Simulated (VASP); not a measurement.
# Cd (P6_3/mmc) in VASP: further runs

Runs on Cd. Level: PBEsol. Tasks: single point.

Program: VASP 6.6.1. These are calculated values, not measurements. Logs are shortened: lines on timing, memory, paths and dates and some standing lists are left out, and cuts for length are marked.

**1. The cell of the first run**

Symmetry: P6_3/mmc, No. 194, hexagonal system. The conventional cell has a = 2.979 Å, b = 2.979 Å, c = 5.618 Å, α = 90.00°, β = 90.00°, γ = 120.00°. Within 3.9 Å of Cd (site symmetry -6m2) lie 12 Cd at 2.98 to 3.29 Å.

**2. Single point, PBEsol**

Contents of INCAR:

```
SYSTEM = Cd
  PREC = Accurate
  ENCUT = 520
  EDIFF = 1E-7
  ISMEAR = -1
  SIGMA = 0.05
  LREAL = .False.
  LASPH = .True.
  NELM = 100
  ALGO = Normal
  ISIF = 2
  LWAVE = .False.
  LCHARG = .True.
  GGA = PS
  LELF = .True.
  LVHAR = .True.
  NBANDS = 19
```

Contents of KPOINTS:

```
Automatic mesh
0
Gamma
  10 10 5
  0 0 0
```

Contents of POSCAR:

```
Cd
1.0
    2.9788700000      0.0000000000      0.0000000000
   -1.4894350000      2.5797770946      0.0000000000
    0.0000000000      0.0000000000      5.6176500000
Cd
2
Direct
    0.6666666667      0.3333333333      0.7500000000
    0.3333333333      0.6666666667      0.2500000000
```

Potentials or basis: VASP PAW PBE potentials, release 64 (Cd).

Run with:

```bash
> cat potpaw_PBE.64/Cd/POTCAR > POTCAR
> mpirun -np 1 vasp_std > vasp.out
```

OUTCAR:

```text
SYSTEM = Cd
   PREC = Accurate
   ENCUT = 520
   EDIFF = 1E-7
   ISMEAR = -1
   LREAL = .False.
   LASPH = .True.
   NELM = 100
   ISIF = 2
   GGA = PS

 ion  position               nearest neighbor table
   1  0.667  0.333  0.750-   2 3.29   2 3.29   2 3.29   2 3.29   2 3.29   2 3.29
   2  0.333  0.667  0.250-   1 3.29   1 3.29   1 3.29   1 3.29   1 3.29   1 3.29

  LATTYP: Found a hexagonal cell.
 ALAT       =     2.9788700000
 C/A-ratio  =     1.8858325472

  Lattice vectors:

 A1 = (   2.9788700000,   0.0000000000,   0.0000000000)
 A2 = (  -1.4894350000,   2.5797770946,   0.0000000000)
 A3 = (   0.0000000000,   0.0000000000,   5.6176500000)

Analysis of symmetry for initial positions (statically):
=====================================================================
 Subroutine PRICEL returns:
 Original cell was already a primitive cell.

 Routine SETGRP: Setting up the symmetry group for a
 hexagonal supercell.

 Subroutine GETGRP returns: Found 24 space group operations
 (whereof 12 operations were pure point group operations)
 out of a pool of 24 trial point group operations.

The static configuration has the point symmetry D_3d.
 The point group associated with its full space group is D_6h.

Analysis of symmetry for dynamics (positions and initial velocities):
=====================================================================
 Subroutine PRICEL returns:
 Original cell was already a primitive cell.

 Routine SETGRP: Setting up the symmetry group for a
 hexagonal supercell.

 Subroutine GETGRP returns: Found 24 space group operations
 (whereof 12 operations were pure point group operations)
 out of a pool of 24 trial point group operations.

The dynamic configuration has the point symmetry D_3d.
 The point group associated with its full space group is D_6h.

 Subroutine INISYM returns: Found 24 space group operations
 (whereof 12 operations are pure point group operations),
 and found     1 'primitive' translations

----------------------------------------------------------------------------------------

                                     Primitive cell

  volume of cell :      43.1706

  direct lattice vectors                    reciprocal lattice vectors
     2.978870000  0.000000000  0.000000000     0.335697765  0.193815195  0.000000000
[... 76 lines left out ...]
 SYSTEM =  Cd
   PREC   = accura    normal or accurate (medium, high low for compatibility)
   ISTART =      0    job   : 0-new  1-cont  2-samecut
   ICHARG =      2    charge: 1-file 2-atom 10-const
   ISPIN  =      1    spin polarized calculation?
   LNONCOLLINEAR =      F non collinear calculations
   LSORBIT =      F    spin-orbit coupling
   LASPH  =      T    aspherical Exc in radial PAW
   ENCUT  =  520.0 eV  38.22 Ry    6.18 a.u.   5.54  5.54 10.45*2*pi/ulx,y,z
   NELM   =    100;   NELMIN=  2; NELMDL= -5     # of ELM steps
   EDIFF  = 0.1E-06   stopping-criterion for ELM
   LREAL  =      F    real-space projection
   EDIFFG = 0.1E-05   stopping-criterion for IOM
   NSW    =      0    number of steps for IOM
   IBRION =     -1    ionic relax: 0-MD 1-quasi-New 2-CG
   NFREE  =      0    steps in history (QN), initial steepest desc. (CG)
   ISIF   =      2    stress and relaxation
   ISYM   =      2    0-nonsym 1-usesym 2-fastsym
   POTIM  = 0.5000    time-step for ionic-motion
   TEBEG  =    0.0;   TEEND  =   0.0 temperature during run
   PSTRESS=    0.0 pullay stress
   NELECT =      24.0000    total number of electrons
   NUPDOWN=      -1.0000    fix difference up-down
   EMIN   =  10.00;   EMAX   =-10.00  energy-range for DOS
   EFERMI =   0.00;   METHOD = LEGACY
   ISMEAR =    -1;   SIGMA  =   0.05  broadening in eV -4-tet -1-fermi 0-gaus
   EFERMI_NEDOS =   21; number of points for ismear=-14 and -15
   IALGO  =     38    algorithm
   IMIX   =      4    mixing-type and parameters
     AMIX     =   0.40;   BMIX     =  1.00
     AMIX_MAG =   1.60;   BMIX_MAG =  1.00
  volume/ion in A,a.u.               =      21.59       145.66
  Fermi-wavevector in a.u.,A,eV,Ry     =   1.346116  2.543790 24.654136  1.812028
  Thomas-Fermi vector in A             =   2.473974
   LORBIT       =      0    0 simple, 1 ext, 2 COOP (PROOUT), +10 PAW based schemes
   GGA     = PS    functional components
   LHFCALC =     F    Hartree Fock is set to
   AEXX    =    0.0000 exact exchange contribution
   IVDW    =     0    specifies the selected vdW correction
   LEPSILON=     F    determine dielectric tensor
   LRPA    =     F    only Hartree local field effects (RPA)
 non-spin polarized calculation
  energy-cutoff  :      520.00
  volume of cell :       43.17
 maximum number of plane-waves:      1185
 NGX is ok and might be reduce to    24
   NGX = 11   NGY = 11   NGZ = 21

 number of electron      23.9999993 magnetization

 Free energy of the ion-electron system (eV)
  ---------------------------------------------------
  ext. energy  EPLUGINS =         0.00000000
  ---------------------------------------------------
  free energy    TOTEN  =        -2.41011812 eV

  energy without entropy =       -2.40795530  energy(sigma->0) =       -2.40903671

 E-fermi :   2.6467     XC(G=0): -11.2102

 val. band max:        2.4570331338   @ k =   0.3000   0.2000   0.2000
 cond. band min:       2.6584089682   @ k =   0.3000   0.0000   0.0000
 fundamental gap:      0.2013758344
 Fermi energy:         2.6467151833

 k-point     1 :       0.0000    0.0000    0.0000
  band No.  band energies     occupation
      1      -7.0501      2.00000
      2      -6.7815      2.00000
      3      -6.4000      2.00000
      4      -6.4000      2.00000
      5      -6.3483      2.00000
      6      -6.3483      2.00000
[... 505 lines left out ...]
      6      -5.9453      2.00000
[... 11 lines left out ...]
     18      12.7826      0.00000
     19      16.1068      0.00000

 [... further k-points ...]
[... 5 lines left out ...]
  --------------------------------------------------------------------------------------
  -------------------------------------------------------------------------------------
  Total       -0.2581473     -0.2581473     -0.4821347      0.0000000      0.0000000      0.0000000
  in kB       -9.5805350     -9.5805350    -17.8933057      0.0000000      0.0000000      0.0000000
  external PRESSURE =     -12.3514586 kB  Pullay stress =       0.0000000 kB

 VOLUME and BASIS-vectors are now :
 -----------------------------------------------------------------------------
  energy-cutoff  :      520.00
  volume of cell :       43.17
      direct lattice vectors                 reciprocal lattice vectors
     2.978870000  0.000000000  0.000000000     0.335697765  0.193815195  0.000000000
    -1.489435000  2.579777095  0.000000000     0.000000000  0.387630389  0.000000000
     0.000000000  0.000000000  5.617650000     0.000000000  0.000000000  0.178010378

 POSITION                                       TOTAL-FORCE (eV/Angst)
 -----------------------------------------------------------------------------------
      1.48944      0.85993      4.21324         0.000000     -0.000000     -0.000000
     -0.00000      1.71985      1.40441        -0.000000      0.000000      0.000000
 -----------------------------------------------------------------------------------
    total drift:                               -0.000000      0.000000      0.000000

  FREE ENERGIE OF THE ION-ELECTRON SYSTEM (eV)
  ---------------------------------------------------
  free  energy   TOTEN  =        -2.4101181225 eV

  energy  without entropy=       -2.4079552950  energy(sigma->0) =       -2.40903671
```

OSZICAR:

```text
N       E                     dE             d eps       ncg     rms          rms(c)
DAV:   1     0.172872172435E+03    0.17287E+03   -0.13241E+04  1596   0.127E+03
DAV:   2     0.132595699342E+01   -0.17155E+03   -0.16528E+03  1659   0.331E+02
DAV:   3    -0.257936938009E+01   -0.39053E+01   -0.38984E+01  1837   0.567E+01
DAV:   4    -0.258606681756E+01   -0.66974E-02   -0.66970E-02  1770   0.224E+00
DAV:   5    -0.258608721490E+01   -0.20397E-04   -0.20397E-04  1765   0.121E-01    0.437E+00
DAV:   6    -0.242312765278E+01    0.16296E+00   -0.38260E-01  1752   0.755E+00    0.352E+00
DAV:   7    -0.241182724199E+01    0.11300E-01   -0.29647E-02  1736   0.158E+00    0.193E+00
DAV:   8    -0.241008063221E+01    0.17466E-02   -0.32694E-03  1715   0.700E-01    0.919E-02
DAV:   9    -0.241009663979E+01   -0.16008E-04   -0.29602E-05  1814   0.569E-02    0.428E-02
DAV:  10    -0.241011835293E+01   -0.21713E-04   -0.16199E-05  1742   0.429E-02    0.356E-03
DAV:  11    -0.241011824253E+01    0.11039E-06   -0.11209E-07  1395   0.324E-03    0.160E-03
DAV:  12    -0.241011809897E+01    0.14356E-06   -0.96354E-09   960   0.882E-04    0.106E-03
DAV:  13    -0.241011812249E+01   -0.23520E-07   -0.14206E-09   927   0.400E-04
   1 F= -.24101181E+01 E0= -.24090367E+01  d E =-.216283E-02
```

stdout:

```text
POSCAR found type information on POSCAR Cd
 POSCAR found :  1 types and       2 ions
 scaLAPACK will be used
 -----------------------------------------------------------------------------
|                                                                             |
|                                                                             |
|     You enforced a specific xc type in the INCAR file but a different       |
|     I HOPE YOU KNOW WHAT YOU ARE DOING!                                     |
|                                                                             |
 -----------------------------------------------------------------------------

 LDA part: xc-table for (Slater+PW92), standard interpolation
 POSCAR, INCAR and KPOINTS ok, starting setup
 FFT: planning ... GRIDC
 FFT: planning ... GRID_SOFT
 FFT: planning ... GRID
 WAVECAR not read
 entering main loop
```

It took 22 s on 1 thread of Intel Xeon Platinum 8375C at 2.90GHz (Ice Lake), shared host; peak memory 0.17 GiB.

What came out:

* Free energy: -2.4101 eV
* Pressure: -1.2 GPa
* Band gap on the k mesh: zero (band 12 reaches 3.81 eV, above the bottom of band 13 at -0.25 eV)

Levels at points of the mesh, in eV from the Fermi level:
| k point | band 10 | band 11 | band 12 | band 13 | band 14 | band 15 |
| --- | --- | --- | --- | --- | --- | --- |
| (0.00, 0.00, 0.00) | -8.27 | -8.27 | -2.93 | -2.89 | 10.69 | 14.60 |
| (0.50, 0.00, 0.00) | -7.98 | -2.22 | -1.72 | 2.11 | 3.15 | 3.30 |

Caveat: the PAW data sets were made with another functional, which shifts forces and pressure a little.

**3. Single point, PBEsol**

This run uses another cell than the first one, of 22.02 Å³/atom, 1.020 times its volume.

Contents of INCAR:

```
PREC = Accurate
ENCUT = 520
EDIFF = 1E-6
ISMEAR = -1
SIGMA = 0.05
LREAL = False
LASPH = True
NELM = 80
ALGO = Normal
ISIF = 2
LWAVE = False
LCHARG = False
GGA = PS
NBANDS = 19
```

Contents of KPOINTS:

```
Automatic mesh
0
Gamma
  10 10 5
```

Contents of POSCAR:

```
Cd
1.0
    2.9985981908      0.0000000000      0.0000000000
   -1.4992990954      2.5968622090      0.0000000000
    0.0000000000      0.0000000000      5.6548540644
Cd
2
Direct
    0.6666666667      0.3333333333      0.7500000000
    0.3333333333      0.6666666667      0.2500000000
```

Potentials or basis: VASP PAW PBE potentials, release 64 (Cd).

Run with:

```bash
> cat potpaw_PBE.64/Cd/POTCAR > POTCAR
> mpirun -np 1 vasp_std > vasp.out
```

OUTCAR:

```text
PREC = Accurate
   ENCUT = 520
   EDIFF = 1E-6
   ISMEAR = -1
   LREAL = False
   LASPH = True
   NELM = 80
   ISIF = 2
   GGA = PS

 ion  position               nearest neighbor table
   1  0.667  0.333  0.750-   2 3.32   2 3.32   2 3.32   2 3.32   2 3.32   2 3.32
   2  0.333  0.667  0.250-   1 3.32   1 3.32   1 3.32   1 3.32   1 3.32   1 3.32

  LATTYP: Found a hexagonal cell.
 ALAT       =     2.9985981908
 C/A-ratio  =     1.8858325473

  Lattice vectors:

 A1 = (   2.9985981908,   0.0000000000,   0.0000000000)
 A2 = (  -1.4992990954,   2.5968622090,   0.0000000000)
 A3 = (   0.0000000000,   0.0000000000,   5.6548540644)

Analysis of symmetry for initial positions (statically):
=====================================================================
 Subroutine PRICEL returns:
 Original cell was already a primitive cell.

 Routine SETGRP: Setting up the symmetry group for a
 hexagonal supercell.

 Subroutine GETGRP returns: Found 24 space group operations
 (whereof 12 operations were pure point group operations)
 out of a pool of 24 trial point group operations.
[... 154 lines left out ...]

 number of electron      23.9999989 magnetization

 Free energy of the ion-electron system (eV)
  ---------------------------------------------------
  ext. energy  EPLUGINS =         0.00000000
  ---------------------------------------------------
  free energy    TOTEN  =        -2.40065230 eV

  energy without entropy =       -2.39856767  energy(sigma->0) =       -2.39960999

 E-fermi :   2.5186     XC(G=0): -11.1053

 val. band max:        2.3147808146   @ k =   0.3000   0.2000   0.2000
 cond. band min:       2.5433120388   @ k =   0.3000   0.0000   0.0000
 fundamental gap:      0.2285312242
 Fermi energy:         2.5185843173

 k-point     1 :       0.0000    0.0000    0.0000
  band No.  band energies     occupation
      1      -7.1058      2.00000
      2      -6.8478      2.00000
      3      -6.4898      2.00000
      4      -6.4898      2.00000
      5      -6.4405      2.00000
      6      -6.4405      2.00000
[... 505 lines left out ...]
      6      -6.0510      2.00000
[... 11 lines left out ...]
     18      12.5066      0.00000
     19      15.8104      0.00000

 [... further k-points ...]
[... 5 lines left out ...]
  --------------------------------------------------------------------------------------
  -------------------------------------------------------------------------------------
  Total       -0.5899147     -0.5899147     -0.6865567      0.0000000     -0.0000000      0.0000000
  in kB      -21.4640259    -21.4640259    -24.9803425      0.0000000     -0.0000000      0.0000000
  external PRESSURE =     -22.6361314 kB  Pullay stress =       0.0000000 kB

 VOLUME and BASIS-vectors are now :
 -----------------------------------------------------------------------------
  energy-cutoff  :      520.00
  volume of cell :       44.03
      direct lattice vectors                 reciprocal lattice vectors
     2.998598191  0.000000000  0.000000000     0.333489163  0.192540058  0.000000000
    -1.499299095  2.596862209  0.000000000     0.000000000  0.385080116  0.000000000
     0.000000000  0.000000000  5.654854064     0.000000000  0.000000000  0.176839223

 POSITION                                       TOTAL-FORCE (eV/Angst)
 -----------------------------------------------------------------------------------
      1.49930      0.86562      4.24114         0.000000      0.000000     -0.000000
     -0.00000      1.73124      1.41371        -0.000000     -0.000000      0.000000
 -----------------------------------------------------------------------------------
    total drift:                               -0.000000      0.000000      0.000000

  FREE ENERGIE OF THE ION-ELECTRON SYSTEM (eV)
  ---------------------------------------------------
  free  energy   TOTEN  =        -2.4006523039 eV

  energy  without entropy=       -2.3985676707  energy(sigma->0) =       -2.39960999
```

OSZICAR:

```text
N       E                     dE             d eps       ncg     rms          rms(c)
DAV:   1     0.172541391628E+03    0.17254E+03   -0.13044E+04  1596   0.127E+03
DAV:   2     0.142066680379E+01   -0.17112E+03   -0.16520E+03  1665   0.331E+02
DAV:   3    -0.256286474507E+01   -0.39835E+01   -0.39756E+01  1832   0.573E+01
DAV:   4    -0.256987713292E+01   -0.70124E-02   -0.70120E-02  1791   0.229E+00
DAV:   5    -0.256989831581E+01   -0.21183E-04   -0.21182E-04  1777   0.122E-01    0.414E+00
DAV:   6    -0.241286298764E+01    0.15704E+00   -0.37372E-01  1755   0.737E+00    0.338E+00
DAV:   7    -0.240229040753E+01    0.10573E-01   -0.27950E-02  1724   0.151E+00    0.189E+00
DAV:   8    -0.240061290629E+01    0.16775E-02   -0.31635E-03  1727   0.683E-01    0.874E-02
DAV:   9    -0.240063053796E+01   -0.17632E-04   -0.31775E-05  1766   0.577E-02    0.413E-02
DAV:  10    -0.240065242330E+01   -0.21885E-04   -0.16738E-05  1733   0.439E-02    0.341E-03
DAV:  11    -0.240065230394E+01    0.11936E-06   -0.10103E-07   971   0.307E-03
   1 F= -.24006523E+01 E0= -.23996100E+01  d E =-.208463E-02
```

Run time: 17 s. Hardware: 1 thread of Intel Xeon Platinum 8375C at 2.90GHz (Ice Lake), shared host; peak memory 0.17 GiB.

What came out:

```yaml
Free_energy: -2.4007 eV
Pressure: -2.3 GPa
Band_gap_on_the_k_mesh: zero (band 12 reaches 3.64 eV, above the bottom of band 13 at -0.33 eV)
```

Stress tensor (GPa, compression positive):
```
-2.15  0.00  0.00
 0.00 -2.15  0.00
 0.00  0.00 -2.50
```

Caveat: the PAW data sets were made with another functional, which shifts forces and pressure a little.

(Part 1 of 2 ends here.)
